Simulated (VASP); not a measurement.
# LiNbO3 (R3c) in VASP: notebook, part 2 of 2

VASP 6.6.1.

### Step 3. Single point, PBE

File INCAR:

```
SYSTEM = LiNbO3
PREC = Accurate ; ENCUT = 520
EDIFF = 1E-6 ; ISMEAR = -1
SIGMA = 0.01 ; LREAL = Auto
LASPH = .TRUE. ; NELM = 100
ALGO = Normal ; ISIF = 2
LWAVE = .FALSE. ; LCHARG = .FALSE.
GGA = PE ; NBANDS = 318
```

File KPOINTS:

```
regular mesh
0
G
  1 1 1
  0 0 0
```

File POSCAR:

```
LiNbO3
1.0
    5.1899002704      2.9963903182      9.3444464955
   -5.1899002704      2.9963903182      9.3444464955
    0.0000000000     -5.9927806363      9.3444464955
Li Nb O
16 16 48
Direct
    0.3588723003      0.3588723003      0.3588723003
    0.1088723003      0.1088723003      0.1088723003
    0.3588723003      0.3588723003      0.8588723003
    0.1088723003      0.1088723003      0.6088723003
    0.3588723003      0.8588723003      0.3588723003
    0.1088723003      0.6088723003      0.1088723003
    0.3588723003      0.8588723003      0.8588723003
    0.1088723003      0.6088723003      0.6088723003
    0.8588723003      0.3588723003      0.3588723003
    0.6088723003      0.1088723003      0.1088723003
    0.8588723003      0.3588723003      0.8588723003
    0.6088723003      0.1088723003      0.6088723003
    0.8588723003      0.8588723003      0.3588723003
    0.6088723003      0.6088723003      0.1088723003
    0.8588723003      0.8588723003      0.8588723003
    0.6088723003      0.6088723003      0.6088723003
    0.4992851914      0.4992851914      0.4992851914
    0.2492851914      0.2492851914      0.2492851914
    0.4992851914      0.4992851914      0.9992851914
    0.2492851914      0.2492851914      0.7492851914
    0.4992851914      0.9992851914      0.4992851914
    0.2492851914      0.7492851914      0.2492851914
    0.4992851914      0.9992851914      0.9992851914
    0.2492851914      0.7492851914      0.7492851914
    0.9992851914      0.4992851914      0.4992851914
    0.7492851914      0.2492851914      0.2492851914
    0.9992851914      0.4992851914      0.9992851914
    0.7492851914      0.2492851914      0.7492851914
    0.9992851914      0.9992851914      0.4992851914
    0.7492851914      0.7492851914      0.2492851914
    0.9992851914      0.9992851914      0.9992851914
    0.7492851914      0.7492851914      0.7492851914
    0.1401194630      0.3207647829      0.4450507625
    0.3207647829      0.4450507625      0.1401194630
    0.4450507625      0.1401194630      0.3207647829
    0.1950507625      0.0707647829      0.3901194630
    0.3901194630      0.1950507625      0.0707647829
    0.0707647829      0.3901194630      0.1950507625
    0.1401194630      0.3207647829      0.9450507625
    0.3207647829      0.4450507625      0.6401194630
    0.4450507625      0.1401194630      0.8207647829
    0.1950507625      0.0707647829      0.8901194630
    0.3901194630      0.1950507625      0.5707647829
    0.0707647829      0.3901194630      0.6950507625
    0.1401194630      0.8207647829      0.4450507625
    0.3207647829      0.9450507625      0.1401194630
    0.4450507625      0.6401194630      0.3207647829
    0.1950507625      0.5707647829      0.3901194630
    0.3901194630      0.6950507625      0.0707647829
    0.0707647829      0.8901194630      0.1950507625
    0.1401194630      0.8207647829      0.9450507625
    0.3207647829      0.9450507625      0.6401194630
    0.4450507625      0.6401194630      0.8207647829
    0.1950507625      0.5707647829      0.8901194630
    0.3901194630      0.6950507625      0.5707647829
    0.0707647829      0.8901194630      0.6950507625
    0.6401194630      0.3207647829      0.4450507625
    0.8207647829      0.4450507625      0.1401194630
    0.9450507625      0.1401194630      0.3207647829
    0.6950507625      0.0707647829      0.3901194630
    0.8901194630      0.1950507625      0.0707647829
    0.5707647829      0.3901194630      0.1950507625
    0.6401194630      0.3207647829      0.9450507625
    0.8207647829      0.4450507625      0.6401194630
    0.9450507625      0.1401194630      0.8207647829
    0.6950507625      0.0707647829      0.8901194630
    0.8901194630      0.1950507625      0.5707647829
    0.5707647829      0.3901194630      0.6950507625
    0.6401194630      0.8207647829      0.4450507625
    0.8207647829      0.9450507625      0.1401194630
    0.9450507625      0.6401194630      0.3207647829
    0.6950507625      0.5707647829      0.3901194630
    0.8901194630      0.6950507625      0.0707647829
    0.5707647829      0.8901194630      0.1950507625
    0.6401194630      0.8207647829      0.9450507625
    0.8207647829      0.9450507625      0.6401194630
    0.9450507625      0.6401194630      0.8207647829
    0.6950507625      0.5707647829      0.8901194630
    0.8901194630      0.6950507625      0.5707647829
    0.5707647829      0.8901194630      0.6950507625
```

Potentials or basis: VASP PAW PBE potentials, release 64 (Li_sv, Nb_sv, O).

The run is started by

```console
> cat potpaw_PBE.64/Li_sv/POTCAR potpaw_PBE.64/Nb_sv/POTCAR potpaw_PBE.64/O/POTCAR > POTCAR
> mpirun -np 1 vasp_gam > vasp.out
```

It took 12 min on 1 thread of Oxide Virtual Turin-like, shared host; peak memory 1.1 GiB.

It converged, with:

| Quantity | Value |
| --- | --- |
| Free energy | -640.0496 eV |
| Largest force | 0.036 eV/Å |
| Band gap on the k mesh | 3.68 eV |

Forces on the atoms (eV/Å):
```
Li   0.000  0.000 -0.002
Li   0.000  0.000 -0.002
Li   0.000  0.000 -0.002
Li   0.000  0.000 -0.002
Li   0.000  0.000 -0.002
Li   0.000  0.000 -0.002
Li   0.000  0.000 -0.002
Li   0.000  0.000 -0.002
Li   0.000  0.000 -0.002
Li   0.000  0.000 -0.002
Li   0.000  0.000 -0.002
Li   0.000  0.000 -0.002
Li   0.000  0.000 -0.002
Li   0.000  0.000 -0.002
Li   0.000  0.000 -0.002
Li   0.000  0.000 -0.002
Nb   0.000  0.000  0.036
Nb   0.000  0.000  0.036
Nb   0.000  0.000  0.036
Nb   0.000  0.000  0.036
Nb   0.000  0.000  0.036
Nb   0.000  0.000  0.036
Nb   0.000  0.000  0.036
Nb   0.000  0.000  0.036
Nb   0.000  0.000  0.036
Nb   0.000  0.000  0.036
Nb   0.000  0.000  0.036
Nb   0.000  0.000  0.036
Nb   0.000  0.000  0.036
Nb   0.000  0.000  0.036
Nb   0.000  0.000  0.036
Nb   0.000  0.000  0.036
O    0.001  0.009 -0.011
O    0.007 -0.005 -0.011
O   -0.008 -0.004 -0.011
O   -0.007 -0.005 -0.011
O    0.008 -0.004 -0.011
O   -0.001  0.009 -0.011
O    0.001  0.009 -0.011
O    0.007 -0.005 -0.011
O   -0.008 -0.004 -0.011
O   -0.007 -0.005 -0.011
O    0.008 -0.004 -0.011
O   -0.001  0.009 -0.011
O    0.001  0.009 -0.011
O    0.007 -0.005 -0.011
O   -0.008 -0.004 -0.011
O   -0.007 -0.005 -0.011
O    0.008 -0.004 -0.011
O   -0.001  0.009 -0.011
O    0.001  0.009 -0.011
O    0.007 -0.005 -0.011
O   -0.008 -0.004 -0.011
O   -0.007 -0.005 -0.011
O    0.008 -0.004 -0.011
O   -0.001  0.009 -0.011
O    0.001  0.009 -0.011
O    0.007 -0.005 -0.011
O   -0.008 -0.004 -0.011
O   -0.007 -0.005 -0.011
O    0.008 -0.004 -0.011
O   -0.001  0.009 -0.011
O    0.001  0.009 -0.011
O    0.007 -0.005 -0.011
O   -0.008 -0.004 -0.011
O   -0.007 -0.005 -0.011
O    0.008 -0.004 -0.011
O   -0.001  0.009 -0.011
O    0.001  0.009 -0.011
O    0.007 -0.005 -0.011
O   -0.008 -0.004 -0.011
O   -0.007 -0.005 -0.011
O    0.008 -0.004 -0.011
O   -0.001  0.009 -0.011
O    0.001  0.009 -0.011
O    0.007 -0.005 -0.011
O   -0.008 -0.004 -0.011
O   -0.007 -0.005 -0.011
O    0.008 -0.004 -0.011
O   -0.001  0.009 -0.011
```

Levels at points of the mesh, in eV from the valence-band top:
| k point | band 268 | band 269 | band 270 | band 271 | band 272 | band 273 | band 274 | band 275 | band 276 | band 277 |
| --- | --- | --- | --- | --- | --- | --- | --- | --- | --- | --- |
| (0.00, 0.00, 0.00) | -0.19 | -0.19 | -0.19 | 0.00 | 0.00 | 3.68 | 3.68 | 3.77 | 3.77 | 3.77 |

Caveat: the k points lie up to 0.73 Å⁻¹ apart. Expect the measured gap to be larger: semilocal functionals such as PBE lack the derivative discontinuity.
